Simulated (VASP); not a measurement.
# NaCl (Pm-3m) in VASP: a series of runs, part 2 of 2

VASP 6.6.1. Earlier steps stand in the parts before.

### Step 5. Single point, HSE06

This run uses another cell than the first one, of 22.34 Å³/atom.

The input, POSCAR:

```
NaCl
1.0
    3.5482767325      0.0000000000      0.0000000000
    0.0000000000      3.5482767325      0.0000000000
    0.0000000000      0.0000000000      3.5482767325
Cl Na
1 1
Direct
    0.5000000000      0.5000000000      0.5000000000
    0.0000000000      0.0000000000      0.0000000000
```

The input, INCAR.step1:

```
  PREC = Accurate
  ENCUT = 520
  EDIFF = 1E-5
  ISMEAR = -1
  SIGMA = 0.05
  LREAL = False
  LASPH = True
  NELM = 80
  ALGO = Normal
  ISIF = 2
  LWAVE = True
  LCHARG = False
  GGA = PE
  NBANDS = 14
```

The input, INCAR.step2:

```
  PREC = Accurate
  ENCUT = 520
  EDIFF = 1E-6
  ISMEAR = -1
  SIGMA = 0.05
  LREAL = False
  LASPH = True
  NELM = 80
  ALGO = Normal
  ISIF = 2
  LWAVE = False
  LCHARG = False
  GGA = PE
  LHFCALC = True
  HFSCREEN = 0.2079
  PRECFOCK = Normal
  ISTART = 1
  NBANDS = 14
```

The input, KPOINTS:

```
regular mesh
0
Gamma
  4 4 4
```

Potentials or basis: VASP PAW PBE potentials, release 64 (Cl, Na_pv).

Run with:

```console
$ cat potpaw_PBE.64/Cl/POTCAR potpaw_PBE.64/Na_pv/POTCAR > POTCAR
$ cp INCAR.step1 INCAR
$ mpirun -np 1 vasp_std > vasp.out
$ cp INCAR.step2 INCAR
$ mpirun -np 1 vasp_std > vasp.out
```

OUTCAR:

```text
PREC = Accurate
   ENCUT = 520
   EDIFF = 1E-6
   ISMEAR = -1
   LREAL = False
   LASPH = True
   NELM = 80
   ISIF = 2
   GGA = PE
   LHFCALC = True
   HFSCREEN = 0.2079
   PRECFOCK = Normal
   ISTART = 1

 ion  position               nearest neighbor table
   1  0.500  0.500  0.500-
   2  0.000  0.000  0.000-

  LATTYP: Found a simple cubic cell.
 ALAT       =     3.5482767325

  Lattice vectors:

 A1 = (   3.5482767325,   0.0000000000,   0.0000000000)
 A2 = (   0.0000000000,   3.5482767325,   0.0000000000)
 A3 = (   0.0000000000,   0.0000000000,   3.5482767325)

Analysis of symmetry for initial positions (statically):
=====================================================================
 Subroutine PRICEL returns:
 Original cell was already a primitive cell.

 Routine SETGRP: Setting up the symmetry group for a
 simple cubic supercell.

 Subroutine GETGRP returns: Found 48 space group operations
 (whereof 48 operations were pure point group operations)
 out of a pool of 48 trial point group operations.

The static configuration has the point symmetry O_h .

Analysis of symmetry for dynamics (positions and initial velocities):
=====================================================================
 Subroutine PRICEL returns:
 Original cell was already a primitive cell.

 Routine SETGRP: Setting up the symmetry group for a
 simple cubic supercell.

 Subroutine GETGRP returns: Found 48 space group operations
 (whereof 48 operations were pure point group operations)
 out of a pool of 48 trial point group operations.

The dynamic configuration has the point symmetry O_h .

 Subroutine INISYM returns: Found 48 space group operations
 (whereof 48 operations are pure point group operations),
 and found     1 'primitive' translations

----------------------------------------------------------------------------------------

                                     Primitive cell

  volume of cell :      44.6738

  direct lattice vectors                    reciprocal lattice vectors
     3.548276733  0.000000000  0.000000000     0.281826947  0.000000000  0.000000000
     0.000000000  3.548276733  0.000000000     0.000000000  0.281826947  0.000000000
     0.000000000  0.000000000  3.548276733     0.000000000  0.000000000  0.281826947

  length of vectors
     3.548276733  3.548276733  3.548276733     0.281826947  0.281826947  0.281826947

  position of ions in fractional coordinates (direct lattice)
     0.500000000  0.500000000  0.500000000
     0.000000000  0.000000000  0.000000000

  ion indices of the primitive-cell ions
   primitive index   ion index
                 1           1
                 2           2

----------------------------------------------------------------------------------------

 KPOINTS: regular mesh

Automatic generation of k-mesh.
 Grid dimensions read from file:
 generate k-points for:    4    4    4

 Generating k-lattice:

[... 31 lines left out ...]
   dimension x,y,z NGX =    28 NGY =   28 NGZ =   28
   dimension x,y,z NGXF=    56 NGYF=   56 NGZF=   56
   ions per type =               1   1
   NGX,Y,Z   is equivalent  to a cutoff of  13.12, 13.12, 13.12 a.u.
   NGXF,Y,Z  is equivalent  to a cutoff of  26.24, 26.24, 26.24 a.u.
 SYSTEM =  unknown system
   PREC   = accura    normal or accurate (medium, high low for compatibility)
   ISTART =      1    job   : 0-new  1-cont  2-samecut
   ICHARG =      0    charge: 1-file 2-atom 10-const
   ISPIN  =      1    spin polarized calculation?
   LNONCOLLINEAR =      F non collinear calculations
   LSORBIT =      F    spin-orbit coupling
   LASPH  =      T    aspherical Exc in radial PAW
   ENCUT  =  520.0 eV  38.22 Ry    6.18 a.u.   6.60  6.60  6.60*2*pi/ulx,y,z
   NELM   =     80;   NELMIN=  2; NELMDL=  0     # of ELM steps
   EDIFF  = 0.1E-05   stopping-criterion for ELM
   LREAL  =      F    real-space projection
   EDIFFG = 0.1E-04   stopping-criterion for IOM
   NSW    =      0    number of steps for IOM
   IBRION =     -1    ionic relax: 0-MD 1-quasi-New 2-CG
   NFREE  =      0    steps in history (QN), initial steepest desc. (CG)
   ISIF   =      2    stress and relaxation
   ISYM   =      3    0-nonsym 1-usesym 2-fastsym
   POTIM  = 0.5000    time-step for ionic-motion
   TEBEG  =    0.0;   TEEND  =   0.0 temperature during run
   PSTRESS=    0.0 pullay stress
   NELECT =      14.0000    total number of electrons
   NUPDOWN=      -1.0000    fix difference up-down
   EMIN   =  10.00;   EMAX   =-10.00  energy-range for DOS
   EFERMI =   0.00;   METHOD = LEGACY
   ISMEAR =    -1;   SIGMA  =   0.05  broadening in eV -4-tet -1-fermi 0-gaus
   EFERMI_NEDOS =   21; number of points for ismear=-14 and -15
   IALGO  =     38    algorithm
   IMIX   =      1    mixing-type and parameters
     AMIX     =   0.40;   BMIX     =  1.00
     AMIX_MAG =   1.60;   BMIX_MAG =  1.00
  volume/ion in A,a.u.               =      22.34       150.74
  Fermi-wavevector in a.u.,A,eV,Ry     =   1.111988  2.101352 16.823834  1.236517
  Thomas-Fermi vector in A             =   2.248557
   LORBIT       =      0    0 simple, 1 ext, 2 COOP (PROOUT), +10 PAW based schemes
   GGA     = PE    functional components
   LHFCALC =     T    Hartree Fock is set to
   PRECFOCK=normal    Normal, Fast or Accurate (Low or Medium for compatibility)
   ENCUT4O =  -1.0   cutoff for four orbital integrals eV
   NKREDX  =     1    reduce k-point grid by
   NKREDY  =     1    reduce k-point grid by
   NKREDZ  =     1    reduce k-point grid by
   AEXX    =    0.2500 exact exchange contribution
   HFSCREEN=    0.2079 screening length (either q_TF or 0.3 A-1)
   HFSCREENC=   0.2079 screening length for correlation (either q_TF or 0.3 A-1)
   ENCUTFOCK=  -1.0 apply spherical cutoff to Coloumb kernel
   IVDW    =     0    specifies the selected vdW correction
   LEPSILON=     F    determine dielectric tensor
   LRPA    =     F    only Hartree local field effects (RPA)
 non-spin polarized calculation
  energy-cutoff  :      520.00
  volume of cell :       44.67
 maximum number of plane-waves:      1228
 NGX is ok and might be reduce to    28
  NGX = 20; NGY = 20; NGZ = 20

 number of electron      13.9999988 magnetization

 Free energy of the ion-electron system (eV)
  ---------------------------------------------------
  ext. energy  EPLUGINS =         0.00000000
  ---------------------------------------------------
  free energy    TOTEN  =        -7.54096807 eV

  energy without entropy =       -7.54096807  energy(sigma->0) =       -7.54096807

 E-fermi :   0.4185     XC(G=0):  -6.8696

 val. band max:       -0.7582670974   @ k =   0.5000   0.5000   0.0000
 cond. band min:       4.3937189995   @ k =   0.0000   0.0000   0.0000
 fundamental gap:      5.1519860970
 Fermi energy:         0.4184768832

 k-point     1 :       0.0000    0.0000    0.0000
  band No.  band energies     occupation
      1     -25.0395      2.00000
      2     -25.0395      2.00000
      3     -25.0395      2.00000
      4     -15.2456      2.00000
      5      -1.2556      2.00000
      6      -1.2556      2.00000
      7      -1.2556      2.00000
      8       4.3937      0.00000
      9       9.1930      0.00000
     10       9.1930      0.00000
     11      16.2497      0.00000
     12      16.2497      0.00000
     13      16.2497      0.00000
     14      16.7745      0.00000
[... 139 lines left out ...]
      1     -25.0602      2.00000
      2     -25.0602      2.00000
      3     -25.0602      2.00000
      4     -14.3689      2.00000
      5      -2.6271      2.00000
      6      -2.6271      2.00000
      7      -2.6271      2.00000
      8       7.6621      0.00000
      9       7.6621      0.00000
     10       7.6621      0.00000
     11      12.1803      0.00000
     12      16.4951      0.00000
     13      16.4951      0.00000
     14      16.4951      0.00000

------------------------ aborting loop because EDIFF is reached ----------------------------------------

  FORCE on cell =-STRESS in cart. coord.  units (eV):
  Direction    XX          YY          ZZ          XY          YZ          ZX
  --------------------------------------------------------------------------------------
  -------------------------------------------------------------------------------------
  Total       -0.3568365     -0.3568365     -0.3568365     -0.0000000      0.0000000      0.0000000
  in kB      -12.7975655    -12.7975655    -12.7975655     -0.0000000      0.0000000      0.0000000
  external PRESSURE =     -12.7975655 kB  Pullay stress =       0.0000000 kB

 VOLUME and BASIS-vectors are now :
 -----------------------------------------------------------------------------
  energy-cutoff  :      520.00
  volume of cell :       44.67
      direct lattice vectors                 reciprocal lattice vectors
     3.548276733  0.000000000  0.000000000     0.281826947  0.000000000  0.000000000
     0.000000000  3.548276733  0.000000000     0.000000000  0.281826947  0.000000000
     0.000000000  0.000000000  3.548276733     0.000000000  0.000000000  0.281826947

 POSITION                                       TOTAL-FORCE (eV/Angst)
 -----------------------------------------------------------------------------------
      1.77414      1.77414      1.77414         0.000000      0.000000      0.000000
      0.00000      0.00000      0.00000         0.000000      0.000000      0.000000
 -----------------------------------------------------------------------------------
    total drift:                                0.000001      0.000001      0.000000

  FREE ENERGIE OF THE ION-ELECTRON SYSTEM (eV)
  ---------------------------------------------------
  free  energy   TOTEN  =        -7.5409680742 eV

  energy  without entropy=       -7.5409680742  energy(sigma->0) =       -7.54096807
```

Run time: 2.7 min. Hardware: 1 thread of Intel Xeon Platinum 8259CL at 2.50GHz (Skylake/Cascade Lake), shared host; peak memory 0.25 GiB.

Results:

```yaml
Free_energy: -7.5410 eV
Pressure: -1.3 GPa
Band_gap_on_the_k_mesh: 5.15 eV (least direct gap 5.65 eV)
```

Levels at points of the mesh, in eV from the valence-band top:
| k point | band 5 | band 6 | band 7 | band 8 | band 9 | band 10 |
| --- | --- | --- | --- | --- | --- | --- |
| (0.00, 0.00, 0.00) | -0.50 | -0.50 | -0.50 | 5.15 | 9.95 | 9.95 |
| (0.50, 0.00, 0.00) | -2.95 | -0.26 | -0.26 | 8.14 | 9.81 | 11.96 |
| (0.50, 0.50, 0.00) | -2.29 | -2.29 | 0.00 | 6.84 | 11.24 | 12.29 |
| (0.50, 0.50, 0.50) | -1.87 | -1.87 | -1.87 | 8.42 | 8.42 | 8.42 |

Caveat: the k points lie up to 0.44 Å⁻¹ apart; the PAW data sets were made with another functional, which shifts forces and pressure a little. A k mesh can miss the band edges.

### Step 6. The runs side by side

| cell | gap on the mesh (eV) | pressure (GPa) |
| --- | --- | --- |
| a = 3.479 Å, 2 atoms | 5.36 | 0.2 |
| a = 3.502 Å, 2 atoms | 5.29 | -0.4 |
| a = 3.525 Å, 2 atoms | 5.22 | -0.9 |
| a = 3.548 Å, 2 atoms | 5.15 | -1.3 |

Alike in all rows: task single point; level HSE06; potentials or basis VASP PAW PBE potentials, release 64 (Cl, Na_pv); no spin polarisation; k mesh 4 × 4 × 4; cutoff (eV) 520; smearing fermi-dirac 0.05 eV.

Caveats: all runs use coarse meshes; the PAW data sets were made with another functional, which shifts forces and pressure a little.

Absolute energies hang on the potentials; compare differences alone.
